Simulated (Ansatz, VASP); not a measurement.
## SnO: VASP beside Ansatz

```
Sn O
1.0
     3.43920    0.00000    0.00000
     0.00000    5.75770    0.00000
     0.00000    0.00000    4.00081
Sn O
2 2
Direct
  0.00000 0.22654 0.50791
  0.50000 0.77346 0.00791
  0.00000 0.89858 0.74209
  0.50000 0.10142 0.24209
```

Change from the starting cell: uniaxial_x strain +4.1%.

Alike in both runs: task single point; functional PBE; k mesh 8 × 4 × 6; occupations fermi-dirac, width 0.02 eV; no spin polarisation.

```csv
,VASP,Ansatz
version,VASP 6.6.1,Ansatz 0.2.0
potentials or method,"VASP PAW PBE potentials, release 64 (Sn_d, O)","plane waves, PAW"
plane-wave cutoff (eV),520,420
valence electrons in the cell,40,40
```

Ansatz gave:

* gap on the k mesh at the Fermi level (eV): 1.43
* pressure (GPa): 2.8
* traceless stress, the component that is largest in VASP (GPa): -1.37
* rms of the force components (eV/Å): 0.220

Q: Estimate VASP's values.

A: gap on the k mesh at the Fermi level (eV): 1.41; pressure (GPa): 3.1; traceless stress, the component that is largest in VASP (GPa): -1.31; rms of the force components (eV/Å): 0.256.

Atom by atom the forces differ by 0.038 eV/Å (rms over components). With one functional, cell and mesh, what is left measures potentials, basis and numerics.
